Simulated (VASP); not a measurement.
# La (Im-3m) in VASP: a series of runs

The runs below take La through single point, with r2SCAN, PBEsol.

Everything below comes from runs of VASP 6.6.1. Logs are shortened: lines on timing, memory, paths and dates and some standing lists are left out, and cuts for length are marked.

## Step 1: The cell of the first run

The structure is cubic, space group Im-3m (No. 229). The conventional cell has a = 4.331 Å, b = 4.331 Å, c = 4.331 Å, α = 90.00°, β = 90.00°, γ = 90.00°. La (site symmetry m-3m) has 14 La at 3.75 to 4.33 Å within 4.9 Å.

## Step 2: Single point, r2SCAN

The input, POSCAR:

```
La
1.0
   -2.1654853927      2.1654853927      2.1654853927
    2.1654853927     -2.1654853927      2.1654853927
    2.1654853927      2.1654853927     -2.1654853927
La
1
Direct
    0.0000000000      0.0000000000      0.0000000000
```

The input, INCAR.step1:

```
ALGO = Normal ; EDIFF = 1E-4
ENCUT = 520 ; GGA = PE
ISMEAR = -1 ; LASPH = True
LCHARG = False ; LREAL = False
LWAVE = True ; NBANDS = 12
NELM = 80 ; PREC = Accurate
SIGMA = 0.05
```

The input, INCAR.step2:

```
ALGO = Normal ; EDIFF = 1E-7
ENCUT = 520 ; ISIF = 2
ISMEAR = -1 ; ISTART = 1
LASPH = True ; LCHARG = True
LELF = True ; LMIXTAU = True
LREAL = False ; LVHAR = True
LWAVE = False ; METAGGA = R2SCAN
NBANDS = 12 ; NELM = 80
PREC = Accurate ; SIGMA = 0.05
```

The input, KPOINTS:

```
k-points
0
Gamma
  9 9 9
```

Potentials or basis: VASP PAW PBE potentials, release 64 (La).

The run is started by

```
cat potpaw_PBE.64/La/POTCAR > POTCAR
cp INCAR.step1 INCAR
mpirun -np 1 vasp_std > vasp.out
cp INCAR.step2 INCAR
mpirun -np 1 vasp_std > vasp.out
```

OUTCAR:

```text
EDIFF = 1E-7
   ENCUT = 520
   ISIF = 2
   ISMEAR = -1
   ISTART = 1
   LASPH = True
   LREAL = False
   METAGGA = R2SCAN
   NELM = 80
   PREC = Accurate

 ion  position               nearest neighbor table
   1  0.000  0.000  0.000-

  LATTYP: Found a body centered cubic cell.
 ALAT       =     4.3309707854

  Lattice vectors:

 A1 = (  -2.1654853927,   2.1654853927,   2.1654853927)
 A2 = (   2.1654853927,  -2.1654853927,   2.1654853927)
 A3 = (   2.1654853927,   2.1654853927,  -2.1654853927)

Analysis of symmetry for initial positions (statically):
=====================================================================
 Subroutine PRICEL returns:
 Original cell was already a primitive cell.

 Routine SETGRP: Setting up the symmetry group for a
 body centered cubic supercell.

 Subroutine GETGRP returns: Found 48 space group operations
 (whereof 48 operations were pure point group operations)
 out of a pool of 48 trial point group operations.

The static configuration has the point symmetry O_h .

Analysis of symmetry for dynamics (positions and initial velocities):
=====================================================================
 Subroutine PRICEL returns:
 Original cell was already a primitive cell.

 Routine SETGRP: Setting up the symmetry group for a
 body centered cubic supercell.

 Subroutine GETGRP returns: Found 48 space group operations
 (whereof 48 operations were pure point group operations)
 out of a pool of 48 trial point group operations.

The dynamic configuration has the point symmetry O_h .

 Subroutine INISYM returns: Found 48 space group operations
 (whereof 48 operations are pure point group operations),
 and found     1 'primitive' translations

----------------------------------------------------------------------------------------

                                     Primitive cell

  volume of cell :      40.6187

  direct lattice vectors                    reciprocal lattice vectors
    -2.165485393  2.165485393  2.165485393     0.000000000  0.230895116  0.230895116
     2.165485393 -2.165485393  2.165485393     0.230895116  0.000000000  0.230895116
     2.165485393  2.165485393 -2.165485393     0.230895116  0.230895116  0.000000000

  length of vectors
     3.750730723  3.750730723  3.750730723     0.326535004  0.326535004  0.326535004

  position of ions in fractional coordinates (direct lattice)
     0.000000000  0.000000000  0.000000000

  ion indices of the primitive-cell ions
   primitive index   ion index
                 1           1

----------------------------------------------------------------------------------------

 KPOINTS: k-points

Automatic generation of k-mesh.
 Grid dimensions read from file:
 generate k-points for:    9    9    9

 Generating k-lattice:

  Cartesian coordinates                     Fractional coordinates (reciprocal lattice)
     0.000000000  0.025655013  0.025655013     0.111111111  0.000000000  0.000000000
     0.025655013  0.000000000  0.025655013     0.000000000  0.111111111  0.000000000
     0.025655013  0.025655013  0.000000000     0.000000000  0.000000000  0.111111111

  Length of vectors
     0.036281667  0.036281667  0.036281667

  Shift w.r.t. Gamma in fractional coordinates (k-lattice)
     0.000000000  0.000000000  0.000000000

 Subroutine IBZKPT returns following result:
 ===========================================

 Found     35 irreducible k-points:

 Following reciprocal coordinates:
            Coordinates               Weight
  0.000000  0.000000  0.000000      1.000000
  0.111111  0.000000  0.000000     12.000000
  0.222222  0.000000  0.000000     12.000000
  0.333333  0.000000  0.000000     12.000000
  0.444444  0.000000  0.000000     12.000000
  0.111111  0.111111  0.000000     24.000000
[... 16 lines left out ...]
 -0.333333  0.444444  0.111111     48.000000
 -0.444444 -0.444444  0.111111     24.000000
 [... further k-points ...]
   k-points           NKPTS =     35   k-points in BZ     NKDIM =     35   number of bands    NBANDS=     12
   number of dos      NEDOS =    301   number of ions     NIONS =      1
   total plane-waves  NPLWV =  21952
   dimension x,y,z NGX =    28 NGY =   28 NGZ =   28
   dimension x,y,z NGXF=    56 NGYF=   56 NGZF=   56
   ions per type =               1
   NGX,Y,Z   is equivalent  to a cutoff of  12.41, 12.41, 12.41 a.u.
   NGXF,Y,Z  is equivalent  to a cutoff of  24.82, 24.82, 24.82 a.u.
 SYSTEM =  unknown system
   PREC   = accura    normal or accurate (medium, high low for compatibility)
   ISTART =      1    job   : 0-new  1-cont  2-samecut
   ICHARG =      0    charge: 1-file 2-atom 10-const
   ISPIN  =      1    spin polarized calculation?
   LNONCOLLINEAR =      F non collinear calculations
   LSORBIT =      F    spin-orbit coupling
   LASPH  =      T    aspherical Exc in radial PAW
   ENCUT  =  520.0 eV  38.22 Ry    6.18 a.u.   6.97  6.97  6.97*2*pi/ulx,y,z
   NELM   =     80;   NELMIN=  2; NELMDL=  0     # of ELM steps
   EDIFF  = 0.1E-06   stopping-criterion for ELM
   LREAL  =      F    real-space projection
   EDIFFG = 0.1E-05   stopping-criterion for IOM
   NSW    =      0    number of steps for IOM
   IBRION =     -1    ionic relax: 0-MD 1-quasi-New 2-CG
   NFREE  =      0    steps in history (QN), initial steepest desc. (CG)
   ISIF   =      2    stress and relaxation
   ISYM   =      2    0-nonsym 1-usesym 2-fastsym
   POTIM  = 0.5000    time-step for ionic-motion
   TEBEG  =    0.0;   TEEND  =   0.0 temperature during run
   PSTRESS=    0.0 pullay stress
   NELECT =      11.0000    total number of electrons
   NUPDOWN=      -1.0000    fix difference up-down
   EMIN   =  10.00;   EMAX   =-10.00  energy-range for DOS
   EFERMI =   0.00;   METHOD = LEGACY
   ISMEAR =    -1;   SIGMA  =   0.05  broadening in eV -4-tet -1-fermi 0-gaus
   EFERMI_NEDOS =   21; number of points for ismear=-14 and -15
   IALGO  =     38    algorithm
   IMIX   =      4    mixing-type and parameters
     AMIX     =   0.40;   BMIX     =  1.00
     AMIX_MAG =   1.60;   BMIX_MAG =  1.00
  volume/ion in A,a.u.               =      40.62       274.11
  Fermi-wavevector in a.u.,A,eV,Ry     =   1.059165  2.001532 15.263443  1.121831
  Thomas-Fermi vector in A             =   2.194501
   LORBIT       =      0    0 simple, 1 ext, 2 COOP (PROOUT), +10 PAW based schemes
   METAGGA = R2SCAN    functional components
   LHFCALC =     F    Hartree Fock is set to
   AEXX    =    0.0000 exact exchange contribution
   IVDW    =     0    specifies the selected vdW correction
   LEPSILON=     F    determine dielectric tensor
   LRPA    =     F    only Hartree local field effects (RPA)
 non-spin polarized calculation
  energy-cutoff  :      520.00
  volume of cell :       40.62
 maximum number of plane-waves:      1118
   NGX = 13   NGY = 13   NGZ = 13

 number of electron      11.0000000 magnetization

 Free energy of the ion-electron system (eV)
  ---------------------------------------------------
  ext. energy  EPLUGINS =         0.00000000
  ---------------------------------------------------
  free energy    TOTEN  =       -29.62646055 eV

  energy without entropy =      -29.60110638  energy(sigma->0) =      -29.61378346

 E-fermi :   7.1988     XC(G=0):  -9.8371

 val. band max:        7.1799321535   @ k =   0.4444   0.0000   0.0000
 cond. band min:       7.2035618734   @ k =  -0.2222   0.2222   0.2222
 fundamental gap:      0.0236297198
 Fermi energy:         7.1988461234

 k-point     1 :       0.0000    0.0000    0.0000
  band No.  band energies     occupation
      1     -27.0973      2.00000
      2      -9.7587      2.00000
      3      -9.7587      2.00000
      4      -9.7587      2.00000
      5       3.7439      2.00000
      6       8.7866      0.00000
      7       8.7866      0.00000
      8       8.7866      0.00000
      9       8.8178      0.00000
     10       8.8178      0.00000
     11       8.8178      0.00000
     12       9.4921      0.00000

 k-point     2 :       0.1111    0.0000    0.0000
  band No.  band energies     occupation
      1     -27.0792      2.00000
      2      -9.9007      2.00000
      3      -9.7996      2.00000
      4      -9.7607      2.00000
      5       4.0985      2.00000
      6       8.3252      0.00000
      7       8.3471      0.00000
      8       8.7999      0.00000
      9       8.9087      0.00000
     10       9.0919      0.00000
     11       9.1055      0.00000
     12       9.4563      0.00000

 k-point     3 :       0.2222    0.0000    0.0000
  band No.  band energies     occupation
      1     -27.0331      2.00000
      2     -10.2419      2.00000
      3      -9.9009      2.00000
      4      -9.7659      2.00000
      5       4.9303      2.00000
      6       7.8141      0.00001
      7       7.8377      0.00001
      8       8.7748      0.00000
      9       9.0535      0.00000
     10       9.1916      0.00000
     11       9.2673      0.00000
     12       9.4151      0.00000

 k-point     4 :       0.3333    0.0000    0.0000
  band No.  band energies     occupation
      1     -26.9798      2.00000
      2     -10.6034      2.00000
      3     -10.0127      2.00000
      4      -9.7720      2.00000
      5       5.4500      2.00000
      6       7.4147      0.02632
      7       7.9925      0.00000
      8       8.7804      0.00000
      9       9.1175      0.00000
     10       9.2262      0.00000
     11       9.3440      0.00000
     12       9.4208      0.00000

 k-point     5 :       0.4444    0.0000    0.0000
  band No.  band energies     occupation
      1     -26.9445      2.00000
      2     -10.8267      2.00000
      3     -10.0839      2.00000
      4      -9.7761      2.00000
      5       5.4037      2.00000
      6       7.1799      1.18692
      7       8.6204      0.00000
      8       8.8003      0.00000
      9       9.1426      0.00000
     10       9.3232      0.00000
     11       9.3743      0.00000
     12       9.4494      0.00000
[... 228 lines left out ...]
      1     -26.9710      2.00000
      2     -10.4603      2.00000
      3     -10.0758      2.00000
      4      -9.9250      2.00000
      5       5.9418      2.00000
      6       7.1298      1.59809
      7       8.0564      0.00000
      8       8.5710      0.00000
      9       9.0218      0.00000
     10       9.1545      0.00000
     11       9.3458      0.00000
     12       9.3998      0.00000

 k-point    22 :      -0.4444    0.4444    0.1111
  band No.  band energies     occupation
      1     -26.9319      2.00000
      2     -10.7874      2.00000
      3     -10.1322      2.00000
      4      -9.8665      2.00000
      5       5.6688      2.00000
      6       7.4817      0.00696
      7       8.0150      0.00000
      8       8.6431      0.00000
      9       9.1252      0.00000
     10       9.2844      0.00000
     11       9.3910      0.00000
     12       9.4505      0.00000

 k-point    23 :      -0.3333    0.4444    0.1111
  band No.  band energies     occupation
      1     -26.9298      2.00000
      2     -10.6606      2.00000
      3     -10.2121      2.00000
      4      -9.9327      2.00000
      5       6.1570      2.00000
      6       7.0692      1.86090
      7       7.8826      0.00000
      8       8.7144      0.00000
      9       9.0512      0.00000
     10       9.2022      0.00000
     11       9.3896      0.00000
     12       9.4413      0.00000

 k-point    24 :      -0.4444   -0.4444    0.1111
  band No.  band energies     occupation
      1     -26.9134      2.00000
      2     -10.7389      2.00000
      3     -10.2667      2.00000
      4      -9.9325      2.00000
      5       6.0431      2.00000
      6       7.4976      0.00507
      7       7.5564      0.00157
      8       8.6493      0.00000
      9       9.1101      0.00000
     10       9.2528      0.00000
     11       9.4162      0.00000
     12       9.4544      0.00000

 [... further k-points ...]

------------------------ aborting loop because EDIFF is reached ----------------------------------------

  FORCE on cell =-STRESS in cart. coord.  units (eV):
  Direction    XX          YY          ZZ          XY          YZ          ZX
  --------------------------------------------------------------------------------------
  -------------------------------------------------------------------------------------
  Total       -0.3674151     -0.3674151     -0.3674151      0.0000000      0.0000000     -0.0000000
  in kB      -14.4924491    -14.4924491    -14.4924491      0.0000000      0.0000000     -0.0000000
  external PRESSURE =     -14.4924491 kB  Pullay stress =       0.0000000 kB

 VOLUME and BASIS-vectors are now :
 -----------------------------------------------------------------------------
  energy-cutoff  :      520.00
  volume of cell :       40.62
      direct lattice vectors                 reciprocal lattice vectors
    -2.165485393  2.165485393  2.165485393     0.000000000  0.230895116  0.230895116
     2.165485393 -2.165485393  2.165485393     0.230895116  0.000000000  0.230895116
     2.165485393  2.165485393 -2.165485393     0.230895116  0.230895116  0.000000000

 POSITION                                       TOTAL-FORCE (eV/Angst)
 -----------------------------------------------------------------------------------
      0.00000      0.00000      0.00000         0.000000     -0.000000      0.000000
 -----------------------------------------------------------------------------------
    total drift:                               -0.000000     -0.000000     -0.000000

  FREE ENERGIE OF THE ION-ELECTRON SYSTEM (eV)
  ---------------------------------------------------
  free  energy   TOTEN  =       -29.6264605473 eV

  energy  without entropy=      -29.6011063798  energy(sigma->0) =      -29.61378346
```

Wall time 91 s (1 thread of AMD EPYC 7R13 (Zen 3), shared host); peak memory 0.15 GiB.

Results:

```
Free energy : -29.6265 eV
Pressure    : -1.4 GPa
```

Caveat: the PAW data sets were made with another functional, which shifts forces and pressure a little; spin-orbit coupling is left out, which moves the levels of the heavy elements.

(Part 1 of 2 ends here.)
